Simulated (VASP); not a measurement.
# In: single point with PBE

The system is In.

```
In
1.0
     3.33502   -0.00540    0.00087
    -1.67219    2.92945    0.00231
     0.00143    0.00523    5.49014
In
2
Direct
  0.34225 0.66504 0.25912
  0.65775 0.33496 0.74088
```

This cell differs from its parent crystal: atoms moved at random and the cell strained at random.

```json
{
  "Program": "VASP 6.6.1",
  "Task": "single point",
  "Functional": "PBE",
  "Potentials or basis": "VASP PAW PBE potentials, release 64 (In_d)",
  "Cutoff": "520 eV",
  "k mesh": "12 × 12 × 8",
  "Occupations": "gaussian, width 0.1 eV",
  "Spin": "no spin polarisation"
}
```

```json
{"Pressure": "1.3 GPa", "Largest force": "0.281 eV/Å", "Band gap on the k mesh": "zero (band 13 reaches 10.72 eV, above the bottom of band 14 at 4.81 eV)"}
```

Forces on the atoms (eV/Å):
```
In  -0.011  0.009 -0.281
In   0.011 -0.009  0.281
```

Stress tensor (GPa, compression positive):
```
 1.34 -0.08  0.07
-0.08  1.35 -0.04
 0.07 -0.04  1.35
```

Levels at points of the mesh, in eV from the Fermi level:
```tsv
k point	band 10	band 11	band 12	band 13	band 14	band 15	band 16	band 17
(0.00, 0.00, 0.00)	-14.29	-9.38	-4.30	-3.25	8.05	8.34	9.83	10.18
(0.50, 0.00, 0.00)	-14.26	-4.81	-4.00	0.18	0.44	0.94	3.11	3.88
(0.00, 0.50, 0.00)	-14.26	-4.93	-4.12	0.09	0.39	0.87	2.94	4.19
(0.50, 0.50, 0.00)	-14.26	-4.76	-4.13	0.19	0.42	1.11	2.82	3.96
(0.00, 0.00, 0.50)	-14.34	-8.25	-7.76	2.83	3.31	8.96	9.18	9.20
(0.50, 0.00, 0.50)	-14.27	-3.73	-3.34	-2.68	-2.31	5.18	5.63	6.08
(0.00, 0.50, 0.50)	-14.27	-3.86	-3.46	-2.76	-2.41	5.47	5.91	6.01
(0.50, 0.50, 0.50)	-14.27	-3.68	-3.32	-2.76	-2.42	5.25	5.71	6.06
```

Wall time 13 min on 1 thread of Intel(R) Xeon(R) Platinum 8488C (Sapphire Rapids), with other jobs on the host, peak memory 0.57 GiB.

Caveat: the cell differs from its parent crystal (atoms moved at random and the cell strained at random); spin-orbit coupling is left out, which moves the levels of the heavy elements.
